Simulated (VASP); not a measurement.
# NbAs (I4_1md) in VASP: notebook

Runs on NbAs. Level: PBE+D3(BJ). Tasks: single point.

Everything below comes from runs of VASP 6.6.1. Logs are shortened: lines on timing, memory, paths and dates and some standing lists are left out, and cuts for length are marked.

## 1. The cell of the first run

Symmetry: I4_1md, No. 109, tetragonal system. Conventional cell: a = 3.452 Å, b = 3.452 Å, c = 11.680 Å, α = 90.00°, β = 90.00°, γ = 90.00°. Within 3.5 Å of Nb (site symmetry 2mm) lie 6 As at 2.60 to 2.63 Å and 8 Nb at 3.39 to 3.45 Å. Within 3.5 Å of As (site symmetry 2mm) lie 6 Nb at 2.60 to 2.63 Å and 8 As at 3.39 to 3.45 Å.

## 2. Single point, PBE+D3(BJ)

INCAR reads:

```
ALGO = Normal
EDIFF = 1E-6
ENCUT = 500
GGA = PE
GGA_COMPAT = F
ISIF = 2
ISMEAR = 0
IVDW = 12
LASPH = T
LCHARG = T
LELF = T
LREAL = F
LVHAR = T
LWAVE = F
NBANDS = 26
NELM = 120
PREC = Accurate
SIGMA = 0.1
```

KPOINTS reads:

```
k-points
0
Gamma
  8 8 8
```

POSCAR reads:

```
NbAs
1.0
   -1.7258500000      1.7258500000      5.8400000000
    1.7258500000     -1.7258500000      5.8400000000
    1.7258500000      1.7258500000     -5.8400000000
Nb As
2 2
Direct
    0.0000000000      0.0000000000      0.0000000000
    0.7500000000      0.2500000000      0.5000000000
    0.4160000000      0.4160000000      0.0000000000
    0.1660000000      0.6660000000      0.5000000000
```

Potentials or basis: VASP PAW PBE potentials, release 64 (Nb_sv, As).

On the command line:

```
cat potpaw_PBE.64/Nb_sv/POTCAR potpaw_PBE.64/As/POTCAR > POTCAR
mpirun -np 1 vasp_std > vasp.out
```

OUTCAR:

```text
EDIFF = 1E-6
   ENCUT = 500
   GGA = PE
   ISIF = 2
   ISMEAR = 0
   IVDW = 12
   LASPH = T
   LREAL = F
   NELM = 120
   PREC = Accurate
 IVDW          = 12

 ion  position               nearest neighbor table
   1  0.000  0.000  0.000-   4 2.60   4 2.60   3 2.63   3 2.63   3 2.63   3 2.63
   2  0.750  0.250  0.500-   3 2.60   3 2.60   4 2.63   4 2.63   4 2.63   4 2.63
   3  0.416  0.416  0.000-   2 2.60   2 2.60   1 2.63   1 2.63   1 2.63   1 2.63
   4  0.166  0.666  0.500-   1 2.60   1 2.60   2 2.63   2 2.63   2 2.63   2 2.63

  LATTYP: Found a body centered tetragonal cell.
 ALAT       =     3.4517000000
 C/A-ratio  =     3.3838398470

  Lattice vectors:

 A1 = (  -1.7258500000,   1.7258500000,   5.8400000000)
 A2 = (   1.7258500000,  -1.7258500000,   5.8400000000)
 A3 = (   1.7258500000,   1.7258500000,  -5.8400000000)

Analysis of symmetry for initial positions (statically):
=====================================================================
 Subroutine PRICEL returns:
 Original cell was already a primitive cell.

 Routine SETGRP: Setting up the symmetry group for a
 body centered tetragonal supercell.

 Subroutine GETGRP returns: Found  8 space group operations
 (whereof  4 operations were pure point group operations)
 out of a pool of 16 trial point group operations.

The static configuration has the point symmetry C_2v.
 The point group associated with its full space group is C_4v.

Analysis of symmetry for dynamics (positions and initial velocities):
=====================================================================
 Subroutine PRICEL returns:
 Original cell was already a primitive cell.

 Routine SETGRP: Setting up the symmetry group for a
 body centered tetragonal supercell.

 Subroutine GETGRP returns: Found  8 space group operations
 (whereof  4 operations were pure point group operations)
 out of a pool of 16 trial point group operations.

The dynamic configuration has the point symmetry C_2v.
 The point group associated with its full space group is C_4v.

 Subroutine INISYM returns: Found  8 space group operations
 (whereof  4 operations are pure point group operations),
 and found     1 'primitive' translations

----------------------------------------------------------------------------------------

                                     Primitive cell

  volume of cell :      69.5791

  direct lattice vectors                    reciprocal lattice vectors
    -1.725850000  1.725850000  5.840000000     0.000000000  0.289712316  0.085616438
     1.725850000 -1.725850000  5.840000000     0.289712316  0.000000000  0.085616438
     1.725850000  1.725850000 -5.840000000     0.289712316  0.289712316  0.000000000

  length of vectors
     6.329511549  6.329511549  6.329511549     0.302098329  0.302098329  0.409715086

  position of ions in fractional coordinates (direct lattice)
     0.000000000  0.000000000  0.000000000
     0.750000000  0.250000000  0.500000000
     0.416000000  0.416000000  0.000000000
     0.166000000  0.666000000  0.500000000

  ion indices of the primitive-cell ions
   primitive index   ion index
                 1           1
                 2           2
                 3           3
                 4           4

----------------------------------------------------------------------------------------

 KPOINTS: k-points

Automatic generation of k-mesh.
 Grid dimensions read from file:
 generate k-points for:    8    8    8

 Generating k-lattice:

  Cartesian coordinates                     Fractional coordinates (reciprocal lattice)
     0.000000000  0.036214039  0.010702055     0.125000000 -0.000000000  0.000000000
     0.036214039  0.000000000  0.010702055    -0.000000000  0.125000000  0.000000000
     0.036214039  0.036214039  0.000000000     0.000000000  0.000000000  0.125000000

  Length of vectors
     0.037762291  0.037762291  0.051214386

  Shift w.r.t. Gamma in fractional coordinates (k-lattice)
     0.000000000  0.000000000  0.000000000

 Subroutine IBZKPT returns following result:
 ===========================================

 Found     59 irreducible k-points:

 Following reciprocal coordinates:
            Coordinates               Weight
  0.000000  0.000000  0.000000      1.000000
  0.125000 -0.000000  0.000000      8.000000
  0.250000 -0.000000  0.000000      8.000000
  0.375000 -0.000000  0.000000      8.000000
  0.500000 -0.000000  0.000000      4.000000
  0.125000  0.125000  0.000000      8.000000
[... 16 lines left out ...]
  0.250000  0.125000  0.125000     16.000000
  0.375000  0.125000  0.125000      8.000000
 [... further k-points ...]
   k-points           NKPTS =     59   k-points in BZ     NKDIM =     59   number of bands    NBANDS=     26
   number of dos      NEDOS =    301   number of ions     NIONS =      4
   total plane-waves  NPLWV = 110592
   dimension x,y,z NGX =    48 NGY =   48 NGZ =   48
   dimension x,y,z NGXF=    96 NGYF=   96 NGZF=   96
   ions per type =               2   2
   NGX,Y,Z   is equivalent  to a cutoff of  12.61, 12.61, 12.61 a.u.
   NGXF,Y,Z  is equivalent  to a cutoff of  25.21, 25.21, 25.21 a.u.
 SYSTEM =  unknown system
   PREC   = accura    normal or accurate (medium, high low for compatibility)
   ISTART =      0    job   : 0-new  1-cont  2-samecut
   ICHARG =      2    charge: 1-file 2-atom 10-const
   ISPIN  =      1    spin polarized calculation?
   LNONCOLLINEAR =      F non collinear calculations
   LSORBIT =      F    spin-orbit coupling
   LASPH  =      T    aspherical Exc in radial PAW
   ENCUT  =  500.0 eV  36.75 Ry    6.06 a.u.  11.54 11.54 11.54*2*pi/ulx,y,z
   NELM   =    120;   NELMIN=  2; NELMDL= -5     # of ELM steps
   EDIFF  = 0.1E-05   stopping-criterion for ELM
   LREAL  =      F    real-space projection
   EDIFFG = 0.1E-04   stopping-criterion for IOM
   NSW    =      0    number of steps for IOM
   IBRION =     -1    ionic relax: 0-MD 1-quasi-New 2-CG
   NFREE  =      0    steps in history (QN), initial steepest desc. (CG)
   ISIF   =      2    stress and relaxation
   ISYM   =      2    0-nonsym 1-usesym 2-fastsym
   POTIM  = 0.5000    time-step for ionic-motion
   TEBEG  =    0.0;   TEEND  =   0.0 temperature during run
   PSTRESS=    0.0 pullay stress
   NELECT =      36.0000    total number of electrons
   NUPDOWN=      -1.0000    fix difference up-down
   EMIN   =  10.00;   EMAX   =-10.00  energy-range for DOS
   EFERMI =   0.00;   METHOD = LEGACY
   ISMEAR =     0;   SIGMA  =   0.10  broadening in eV -4-tet -1-fermi 0-gaus
   EFERMI_NEDOS =   21; number of points for ismear=-14 and -15
   IALGO  =     38    algorithm
   IMIX   =      4    mixing-type and parameters
     AMIX     =   0.40;   BMIX     =  1.00
     AMIX_MAG =   1.60;   BMIX_MAG =  1.00
  volume/ion in A,a.u.               =      17.39       117.39
  Fermi-wavevector in a.u.,A,eV,Ry     =   1.314264  2.483599 23.501213  1.727290
  Thomas-Fermi vector in A             =   2.444529
   LORBIT       =      0    0 simple, 1 ext, 2 COOP (PROOUT), +10 PAW based schemes
   GGA     = PE    functional components
   LHFCALC =     F    Hartree Fock is set to
   AEXX    =    0.0000 exact exchange contribution
   IVDW    =    12    specifies the selected vdW correction
   LEPSILON=     F    determine dielectric tensor
   LRPA    =     F    only Hartree local field effects (RPA)
 non-spin polarized calculation
 Gauss-broadening in eV      SIGMA  =   0.10
  energy-cutoff  :      500.00
  volume of cell :       69.58
 maximum number of plane-waves:      1787
 NGX is ok and might be reduce to    48
   NGX = 23   NGY = 23   NGZ = 23

 number of electron      35.9999999 magnetization

 Free energy of the ion-electron system (eV)
  ---------------------------------------------------
  ext. energy  EPLUGINS =         0.00000000
  ---------------------------------------------------
  free energy    TOTEN  =       -32.49872674 eV

  energy without entropy =      -32.49302548  energy(sigma->0) =      -32.49587611

 E-fermi :   9.6543     XC(G=0): -11.8491

 val. band max:        9.6317401431   @ k =  -0.1250   0.3750   0.1250
 cond. band min:       9.6599138629   @ k =  -0.2500   0.5000   0.2500
 fundamental gap:      0.0281737198
 Fermi energy:         9.6542890580

 k-point     1 :       0.0000    0.0000    0.0000
  band No.  band energies     occupation
      1     -45.4846      2.00000
      2     -45.4561      2.00000
      3     -21.7026      2.00000
      4     -21.5959      2.00000
      5     -21.5959      2.00000
      6     -21.4372      2.00000
[... 18 lines left out ...]
     25      13.6102      0.00000
     26      13.6103      0.00000

 k-point     2 :       0.1250   -0.0000    0.0000
  band No.  band energies     occupation
      1     -45.4820      2.00000
      2     -45.4552      2.00000
      3     -21.6930      2.00000
      4     -21.6248      2.00000
      5     -21.5932      2.00000
      6     -21.4665      2.00000
[... 18 lines left out ...]
     25      13.8014      0.00000
     26      14.2063      0.00000

 k-point     3 :       0.2500   -0.0000    0.0000
  band No.  band energies     occupation
      1     -45.4756      2.00000
      2     -45.4532      2.00000
      3     -21.7165      2.00000
      4     -21.6462      2.00000
      5     -21.5864      2.00000
      6     -21.5305      2.00000
[... 18 lines left out ...]
     25      14.0871      0.00000
     26      15.2697      0.00000

 k-point     4 :       0.3750   -0.0000    0.0000
  band No.  band energies     occupation
      1     -45.4687      2.00000
      2     -45.4518      2.00000
      3     -21.7870      2.00000
      4     -21.6331      2.00000
      5     -21.5796      2.00000
      6     -21.5719      2.00000
[... 18 lines left out ...]
     25      14.1076      0.00000
     26      15.7966      0.00000
[... 496 lines left out ...]
      1     -45.4678      2.00000
      2     -45.4493      2.00000
      3     -21.7015      2.00000
      4     -21.6968      2.00000
      5     -21.6098      2.00000
      6     -21.5273      2.00000
[... 18 lines left out ...]
     25      13.8505      0.00000
     26      15.1402      0.00000

 k-point    23 :       0.2500    0.1250    0.1250
  band No.  band energies     occupation
      1     -45.4609      2.00000
      2     -45.4479      2.00000
      3     -21.7692      2.00000
      4     -21.6884      2.00000
      5     -21.6032      2.00000
      6     -21.5560      2.00000
[... 18 lines left out ...]
     25      14.1604      0.00000
     26      15.3300      0.00000

 k-point    24 :       0.3750    0.1250    0.1250
  band No.  band energies     occupation
      1     -45.4576      2.00000
      2     -45.4477      2.00000
      3     -21.7985      2.00000
      4     -21.6845      2.00000
      5     -21.6198      2.00000
      6     -21.5465      2.00000
[... 18 lines left out ...]
     25      14.1132      0.00000
     26      15.4931      0.00000

 [... further k-points ...]

------------------------ aborting loop because EDIFF is reached ----------------------------------------

 Edisp (eV)   -2.54344

 E8    (eV) :    -1.1623

  FORCE on cell =-STRESS in cart. coord.  units (eV):
  Direction    XX          YY          ZZ          XY          YZ          ZX
  --------------------------------------------------------------------------------------
  -------------------------------------------------------------------------------------
  Total      -1.29435    -1.29435    -0.90968     0.00000     0.00000     0.00000
  in kB     -29.80470   -29.80470   -20.94695     0.00000     0.00000     0.00000
  external pressure =      -26.85 kB  Pullay stress =        0.00 kB

 VOLUME and BASIS-vectors are now :
 -----------------------------------------------------------------------------
  energy-cutoff  :      500.00
  volume of cell :       69.58
      direct lattice vectors                 reciprocal lattice vectors
    -1.725850000  1.725850000  5.840000000     0.000000000  0.289712316  0.085616438
     1.725850000 -1.725850000  5.840000000     0.289712316  0.000000000  0.085616438
     1.725850000  1.725850000 -5.840000000     0.289712316  0.289712316  0.000000000

 POSITION                                       TOTAL-FORCE (eV/Angst)
 -----------------------------------------------------------------------------------
      0.00000      0.00000      0.00000        -0.000000      0.000000     -0.298531
      0.00000      1.72585      2.92000         0.000000     -0.000000     -0.298531
      0.00000      0.00000      4.85888         0.000000      0.000000      0.298531
      1.72585      0.00000      1.93888        -0.000000     -0.000000      0.298531
 -----------------------------------------------------------------------------------
    total drift:                               -0.000000     -0.000000      0.000013

  FREE ENERGIE OF THE ION-ELECTRON SYSTEM (eV)
  ---------------------------------------------------
  free  energy   TOTEN  =       -35.0421682163 eV

  energy  without entropy=      -35.0364669620  energy(sigma->0) =      -35.03931759
```

It took 5.6 min on 1 thread of Oxide Virtual Turin-like, shared host; peak memory 0.32 GiB.

What came out:

```yaml
Free_energy: -35.0422 eV
Pressure: -2.7 GPa
Largest_force: 0.299 eV/Å
Band_gap_on_the_k_mesh: zero (bands 18 and 19 overlap by 0.03 eV)
Dispersion_energy_per_atom: -0.636 eV
```

Forces on the atoms (eV/Å):
```
Nb   0.000  0.000 -0.299
Nb   0.000  0.000 -0.299
As   0.000  0.000  0.299
As   0.000  0.000  0.299
```

Stress tensor (GPa, compression positive):
```
-2.98  0.00  0.00
 0.00 -2.98  0.00
 0.00  0.00 -2.09
```

## 3. Single point, PBE+D3(BJ)

This run uses another cell than the first one, of 17.09 Å³/atom.

INCAR reads:

```
ALGO = Normal ; EDIFF = 1E-6
ENCUT = 500 ; GGA = PE
GGA_COMPAT = F ; ISIF = 2
ISMEAR = 0 ; IVDW = 12
LASPH = T ; LCHARG = F
LREAL = F ; LWAVE = F
NBANDS = 26 ; NELM = 120
PREC = Accurate ; SIGMA = 0.1
```

KPOINTS reads:

```
k-points
0
Gamma
  18 18 18
```

POSCAR reads:

```
NbAs
1.0
   -1.7199076545      1.7199076545      5.7788753548
    1.7199076545     -1.7199076545      5.7788753548
    1.7199076545      1.7199076545     -5.7788753548
Nb As
2 2
Direct
   -0.0013739685     -0.0013739685      0.0000000000
    0.7486260315      0.2486260315      0.5000000000
    0.4173739685      0.4173739685      0.0000000000
    0.1673739685      0.6673739685      0.5000000000
```

Potentials or basis: VASP PAW PBE potentials, release 64 (Nb_sv, As).

On the command line:

```
cat potpaw_PBE.64/Nb_sv/POTCAR potpaw_PBE.64/As/POTCAR > POTCAR
mpirun -np 1 vasp_std > vasp.out
```

It took 44 min on 1 thread of Oxide Virtual Turin-like, shared host; peak memory 0.83 GiB.

It converged, with:

- Free energy: -35.0755 eV
- Pressure: 0.0 GPa
- Band gap on the k mesh: zero (bands 18 and 19 overlap by 0.02 eV)
- Dispersion energy per atom: -0.647 eV

Levels at points of the mesh, in eV from the Fermi level:
```tsv
k point	band 16	band 17	band 18	band 19	band 20	band 21
(0.00, 0.00, 0.00)	-1.70	-1.40	-1.40	0.68	1.28	2.53
(0.50, 0.00, 0.00)	-1.80	-1.41	-0.04	0.04	1.22	2.16
(0.50, 0.50, 0.00)	-2.81	-0.63	-0.63	2.45	2.45	2.74
(0.50, 0.50, 0.50)	-2.58	-0.55	-0.55	0.96	0.96	2.01
```

The gap in the log of VASP goes by the Fermi energy; the results here count the filled bands.